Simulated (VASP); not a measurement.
# BaTiO3 (P4/mmm) in VASP: single point with PBEsol

Aim: the single point of BaTiO3 with PBEsol.

Everything below comes from runs of VASP 6.6.1. Logs are shortened: lines on timing, memory, paths and dates and some standing lists are left out, and cuts for length are marked.

**1. The cell of the first run**

It takes space group P4/mmm (No. 123, tetragonal). Conventional cell: a = 4.112 Å, b = 4.112 Å, c = 5.036 Å, α = 90.00°, β = 90.00°, γ = 90.00°. Ba (site symmetry 4/mmm) has 10 O at 2.52 to 3.25 Å within 3.3 Å. Within 2.7 Å of Ti (site symmetry 4/mmm) lie 4 O at 2.06 Å. O (site symmetry mmm) has 2 Ti at 2.06 Å and 2 O at 2.06 Å within 2.7 Å. Within 2.7 Å of O (site symmetry 4/mmm) lie 4 O at 2.06 Å and 2 Ba at 2.52 Å.

**2. Single point, PBEsol**

Contents of INCAR:

```
SYSTEM = BaTiO3
PREC     = Accurate       ! precision mode
ENCUT    = 520            ! plane-wave cutoff, eV
EDIFF    = 1E-6           ! SCF threshold, eV
ISMEAR   = -1             ! smearing method
SIGMA    = 0.1            ! smearing width, eV
LREAL    = .False.        ! projectors in reciprocal space
LASPH    = .True.         ! aspherical terms in the spheres
NELM     = 100            ! most SCF steps
ALGO     = Normal         ! electronic algorithm
ISIF     = 2              ! what is computed and relaxed
LWAVE    = .False.        ! write WAVECAR
LCHARG   = .False.        ! write CHGCAR
GGA      = PS             ! functional
NBANDS   = 28             ! bands
```

Contents of KPOINTS:

```
Automatic mesh
0
Gamma
  6 6 4
  0 0 0
```

Contents of POSCAR:

```
BaTiO3
1.0
    4.1124670000      0.0000000000      0.0000000000
    0.0000000000      4.1124670000      0.0000000000
    0.0000000000      0.0000000000      5.0356130000
Ba Ti O
1 1 3
Direct
    0.0000000000      0.0000000000      0.0000000000
    0.5000000000      0.5000000000      0.5000000000
    0.0000000000      0.5000000000      0.5000000000
    0.5000000000      0.0000000000      0.5000000000
    0.0000000000      0.0000000000      0.5000000000
```

Potentials or basis: VASP PAW PBE potentials, release 64 (Ba_sv, Ti_sv, O).

Launch:

```
$ cat potpaw_PBE.64/Ba_sv/POTCAR potpaw_PBE.64/Ti_sv/POTCAR potpaw_PBE.64/O/POTCAR > POTCAR
$ mpirun -np 1 vasp_std > vasp.out
```

OUTCAR:

```text
SYSTEM = BaTiO3
   PREC = Accurate
   ENCUT = 520
   EDIFF = 1E-6
   ISMEAR = -1
   LREAL = .False.
   LASPH = .True.
   NELM = 100
   ISIF = 2
   GGA = PS

 ion  position               nearest neighbor table
   1  0.000  0.000  0.000-   5 2.52   5 2.52   3 3.25   3 3.25   4 3.25   4 3.25   3 3.25   3 3.25
                             4 3.25   4 3.25
   2  0.500  0.500  0.500-   3 2.06   4 2.06   4 2.06   3 2.06
   3  0.000  0.500  0.500-   2 2.06   2 2.06   1 3.25   1 3.25   1 3.25   1 3.25
   4  0.500  0.000  0.500-   2 2.06   2 2.06   1 3.25   1 3.25   1 3.25   1 3.25
   5  0.000  0.000  0.500-   1 2.52   1 2.52

  LATTYP: Found a simple tetragonal cell.
 ALAT       =     4.1124670000
 C/A-ratio  =     1.2244749927

  Lattice vectors:

 A1 = (   4.1124670000,   0.0000000000,   0.0000000000)
 A2 = (   0.0000000000,   4.1124670000,   0.0000000000)
 A3 = (   0.0000000000,   0.0000000000,   5.0356130000)

Analysis of symmetry for initial positions (statically):
=====================================================================
 Subroutine PRICEL returns:
 Original cell was already a primitive cell.

 Routine SETGRP: Setting up the symmetry group for a
 simple tetragonal supercell.

 Subroutine GETGRP returns: Found 16 space group operations
 (whereof 16 operations were pure point group operations)
 out of a pool of 16 trial point group operations.

The static configuration has the point symmetry D_4h.

Analysis of symmetry for dynamics (positions and initial velocities):
=====================================================================
 Subroutine PRICEL returns:
 Original cell was already a primitive cell.

 Routine SETGRP: Setting up the symmetry group for a
 simple tetragonal supercell.

 Subroutine GETGRP returns: Found 16 space group operations
 (whereof 16 operations were pure point group operations)
 out of a pool of 16 trial point group operations.

The dynamic configuration has the point symmetry D_4h.

 Subroutine INISYM returns: Found 16 space group operations
 (whereof 16 operations are pure point group operations),
 and found     1 'primitive' translations

----------------------------------------------------------------------------------------

                                     Primitive cell

  volume of cell :      85.1642

  direct lattice vectors                    reciprocal lattice vectors
     4.112467000  0.000000000  0.000000000     0.243163045  0.000000000  0.000000000
     0.000000000  4.112467000  0.000000000     0.000000000  0.243163045  0.000000000
     0.000000000  0.000000000  5.035613000     0.000000000  0.000000000  0.198585555

  length of vectors
     4.112467000  4.112467000  5.035613000     0.243163045  0.243163045  0.198585555

  position of ions in fractional coordinates (direct lattice)
     0.000000000  0.000000000  0.000000000
     0.500000000  0.500000000  0.500000000
     0.000000000  0.500000000  0.500000000
     0.500000000  0.000000000  0.500000000
     0.000000000  0.000000000  0.500000000

  ion indices of the primitive-cell ions
   primitive index   ion index
                 1           1
                 2           2
                 3           3
                 4           4
                 5           5

----------------------------------------------------------------------------------------

 KPOINTS: Automatic mesh

Automatic generation of k-mesh.
 Grid dimensions read from file:
 generate k-points for:    6    6    4

 Generating k-lattice:

  Cartesian coordinates                     Fractional coordinates (reciprocal lattice)
     0.040527174  0.000000000  0.000000000     0.166666667  0.000000000  0.000000000
     0.000000000  0.040527174  0.000000000     0.000000000  0.166666667  0.000000000
     0.000000000  0.000000000  0.049646389     0.000000000  0.000000000  0.250000000

  Length of vectors
     0.040527174  0.040527174  0.049646389

  Shift w.r.t. Gamma in fractional coordinates (k-lattice)
     0.000000000  0.000000000  0.000000000

 Subroutine IBZKPT returns following result:
 ===========================================

 Found     30 irreducible k-points:

 Following reciprocal coordinates:
            Coordinates               Weight
  0.000000  0.000000  0.000000      1.000000
  0.166667  0.000000  0.000000      4.000000
  0.333333  0.000000  0.000000      4.000000
  0.500000  0.000000  0.000000      2.000000
  0.166667  0.166667  0.000000      4.000000
  0.333333  0.166667  0.000000      8.000000
[... 16 lines left out ...]
  0.333333  0.000000  0.500000      4.000000
  0.500000  0.000000  0.500000      2.000000
 [... further k-points ...]
   k-points           NKPTS =     30   k-points in BZ     NKDIM =     30   number of bands    NBANDS=     28
   number of dos      NEDOS =    301   number of ions     NIONS =      5
   total plane-waves  NPLWV =  40960
   dimension x,y,z NGX =    32 NGY =   32 NGZ =   40
   dimension x,y,z NGXF=    64 NGYF=   64 NGZF=   80
   ions per type =               1   1   3
   NGX,Y,Z   is equivalent  to a cutoff of  12.94, 12.94, 13.21 a.u.
   NGXF,Y,Z  is equivalent  to a cutoff of  25.87, 25.87, 26.41 a.u.
 SYSTEM =  BaTiO3
   PREC   = accura    normal or accurate (medium, high low for compatibility)
   ISTART =      0    job   : 0-new  1-cont  2-samecut
   ICHARG =      2    charge: 1-file 2-atom 10-const
   ISPIN  =      1    spin polarized calculation?
   LNONCOLLINEAR =      F non collinear calculations
   LSORBIT =      F    spin-orbit coupling
   LASPH  =      T    aspherical Exc in radial PAW
   ENCUT  =  520.0 eV  38.22 Ry    6.18 a.u.   7.65  7.65  9.36*2*pi/ulx,y,z
   NELM   =    100;   NELMIN=  2; NELMDL= -5     # of ELM steps
   EDIFF  = 0.1E-05   stopping-criterion for ELM
   LREAL  =      F    real-space projection
   EDIFFG = 0.1E-04   stopping-criterion for IOM
   NSW    =      0    number of steps for IOM
   IBRION =     -1    ionic relax: 0-MD 1-quasi-New 2-CG
   NFREE  =      0    steps in history (QN), initial steepest desc. (CG)
   ISIF   =      2    stress and relaxation
   ISYM   =      2    0-nonsym 1-usesym 2-fastsym
   POTIM  = 0.5000    time-step for ionic-motion
   TEBEG  =    0.0;   TEEND  =   0.0 temperature during run
   PSTRESS=    0.0 pullay stress
   NELECT =      40.0000    total number of electrons
   NUPDOWN=      -1.0000    fix difference up-down
   EMIN   =  10.00;   EMAX   =-10.00  energy-range for DOS
   EFERMI =   0.00;   METHOD = LEGACY
   ISMEAR =    -1;   SIGMA  =   0.10  broadening in eV -4-tet -1-fermi 0-gaus
   EFERMI_NEDOS =   21; number of points for ismear=-14 and -15
   IALGO  =     38    algorithm
   IMIX   =      4    mixing-type and parameters
     AMIX     =   0.40;   BMIX     =  1.00
     AMIX_MAG =   1.60;   BMIX_MAG =  1.00
  volume/ion in A,a.u.               =      17.03       114.94
  Fermi-wavevector in a.u.,A,eV,Ry     =   1.272553  2.404776 22.033142  1.619390
  Thomas-Fermi vector in A             =   2.405425
   LORBIT       =      0    0 simple, 1 ext, 2 COOP (PROOUT), +10 PAW based schemes
   GGA     = PS    functional components
   LHFCALC =     F    Hartree Fock is set to
   AEXX    =    0.0000 exact exchange contribution
   IVDW    =     0    specifies the selected vdW correction
   LEPSILON=     F    determine dielectric tensor
   LRPA    =     F    only Hartree local field effects (RPA)
 non-spin polarized calculation
  energy-cutoff  :      520.00
  volume of cell :       85.16
 maximum number of plane-waves:      2324
 NGX is ok and might be reduce to    32
   NGX = 15   NGY = 15   NGZ = 19

 number of electron      40.0000021 magnetization

 Free energy of the ion-electron system (eV)
  ---------------------------------------------------
  ext. energy  EPLUGINS =         0.00000000
  ---------------------------------------------------
  free energy    TOTEN  =       -32.84174954 eV

  energy without entropy =      -32.73459687  energy(sigma->0) =      -32.78817321

 E-fermi :   4.0755     XC(G=0): -10.0593

 val. band max:        4.0725200124   @ k =   0.3333   0.0000   0.5000
 cond. band min:       4.0874835343   @ k =   0.5000   0.1667   0.5000
 fundamental gap:      0.0149635218
 Fermi energy:         4.0755485364

 k-point     1 :       0.0000    0.0000    0.0000
  band No.  band energies     occupation
      1     -53.9081      2.00000
      2     -30.3220      2.00000
      3     -30.3220      2.00000
      4     -30.0576      2.00000
      5     -23.5719      2.00000
      6     -16.0412      2.00000
[... 20 lines left out ...]
     27       6.0895      0.00000
     28       8.9524      0.00000

 k-point     2 :       0.1667    0.0000    0.0000
  band No.  band energies     occupation
      1     -53.9079      2.00000
      2     -30.3325      2.00000
      3     -30.3216      2.00000
      4     -30.0572      2.00000
      5     -23.5605      2.00000
      6     -15.9049      2.00000
[... 20 lines left out ...]
     27       6.5765      0.00000
     28       8.4304      0.00000

 k-point     3 :       0.3333    0.0000    0.0000
  band No.  band energies     occupation
      1     -53.9075      2.00000
      2     -30.3533      2.00000
      3     -30.3208      2.00000
      4     -30.0565      2.00000
      5     -23.5377      2.00000
      6     -15.5417      2.00000
[... 20 lines left out ...]
     27       7.8000      0.00000
     28       7.8414      0.00000

 k-point     4 :       0.5000    0.0000    0.0000
  band No.  band energies     occupation
      1     -53.9074      2.00000
      2     -30.3637      2.00000
      3     -30.3205      2.00000
      4     -30.0562      2.00000
      5     -23.5262      2.00000
      6     -15.2037      2.00000
[... 20 lines left out ...]
     27       7.4621      0.00000
     28       7.4953      0.00000

 k-point     5 :       0.1667    0.1667    0.0000
  band No.  band energies     occupation
      1     -53.9077      2.00000
      2     -30.3323      2.00000
      3     -30.3318      2.00000
      4     -30.0569      2.00000
      5     -23.5495      2.00000
      6     -15.7703      2.00000
[... 20 lines left out ...]
     27       6.7827      0.00000
     28       8.1447      0.00000

 k-point     6 :       0.3333    0.1667    0.0000
  band No.  band energies     occupation
      1     -53.9074      2.00000
      2     -30.3528      2.00000
      3     -30.3311      2.00000
      4     -30.0562      2.00000
      5     -23.5271      2.00000
      6     -15.4113      2.00000
[... 463 lines left out ...]
      5     -23.5428      2.00000
      6     -16.2579      2.00000
[... 20 lines left out ...]
     27       6.3536      0.00000
     28       8.8469      0.00000

 k-point    22 :       0.1667    0.0000    0.5000
  band No.  band energies     occupation
      1     -53.9079      2.00000
      2     -30.3324      2.00000
      3     -30.3216      2.00000
      4     -30.0578      2.00000
      5     -23.5327      2.00000
      6     -16.1163      2.00000
[... 20 lines left out ...]
     27       6.6142      0.00000
     28       8.5799      0.00000

 k-point    23 :       0.3333    0.0000    0.5000
  band No.  band energies     occupation
      1     -53.9075      2.00000
      2     -30.3532      2.00000
      3     -30.3208      2.00000
      4     -30.0570      2.00000
      5     -23.5125      2.00000
      6     -15.7442      2.00000
[... 20 lines left out ...]
     27       6.9843      0.00000
     28       8.2947      0.00000

 k-point    24 :       0.5000    0.0000    0.5000
  band No.  band energies     occupation
      1     -53.9074      2.00000
      2     -30.3635      2.00000
      3     -30.3205      2.00000
      4     -30.0566      2.00000
      5     -23.5023      2.00000
      6     -15.4310      2.00000
[... 20 lines left out ...]
     27       6.6575      0.00000
     28       8.0461      0.00000

 [... further k-points ...]
[... 5 lines left out ...]
  --------------------------------------------------------------------------------------
  -------------------------------------------------------------------------------------
  Total       -2.3899617     -2.3899617     -2.1611812      0.0000000      0.0000000      0.0000000
  in kB      -44.9618665    -44.9618665    -40.6578647      0.0000000      0.0000000      0.0000000
  external PRESSURE =     -43.5271992 kB  Pullay stress =       0.0000000 kB

 VOLUME and BASIS-vectors are now :
 -----------------------------------------------------------------------------
  energy-cutoff  :      520.00
  volume of cell :       85.16
      direct lattice vectors                 reciprocal lattice vectors
     4.112467000  0.000000000  0.000000000     0.243163045  0.000000000  0.000000000
     0.000000000  4.112467000  0.000000000     0.000000000  0.243163045  0.000000000
     0.000000000  0.000000000  5.035613000     0.000000000  0.000000000  0.198585555

 POSITION                                       TOTAL-FORCE (eV/Angst)
 -----------------------------------------------------------------------------------
      0.00000      0.00000      0.00000         0.000000      0.000000      0.000000
      2.05623      2.05623      2.51781         0.000000      0.000000      0.000000
      0.00000      2.05623      2.51781         0.000000      0.000000      0.000000
      2.05623      0.00000      2.51781         0.000000      0.000000      0.000000
      0.00000      0.00000      2.51781         0.000000      0.000000      0.000000
 -----------------------------------------------------------------------------------
    total drift:                                0.000000      0.000000     -0.000000

  FREE ENERGIE OF THE ION-ELECTRON SYSTEM (eV)
  ---------------------------------------------------
  free  energy   TOTEN  =       -32.8417495406 eV

  energy  without entropy=      -32.7345968695  energy(sigma->0) =      -32.78817321
```

It took 1.7 min on 1 thread of Intel Xeon 8259CL, shared host; peak memory 0.24 GiB.

What came out:

```yaml
Free_energy: -32.8417 eV
Pressure: -4.4 GPa
Band_gap_on_the_k_mesh: zero (bands 20 and 21 overlap by 1.76 eV)
```

Caveat: the cell stands under tension; the PAW data sets were made with another functional, which shifts forces and pressure a little; spin-orbit coupling is left out, which moves the levels of the heavy elements; semilocal functionals often make such compounds metallic where correlation or magnetic order opens a gap, which also shifts bond lengths.
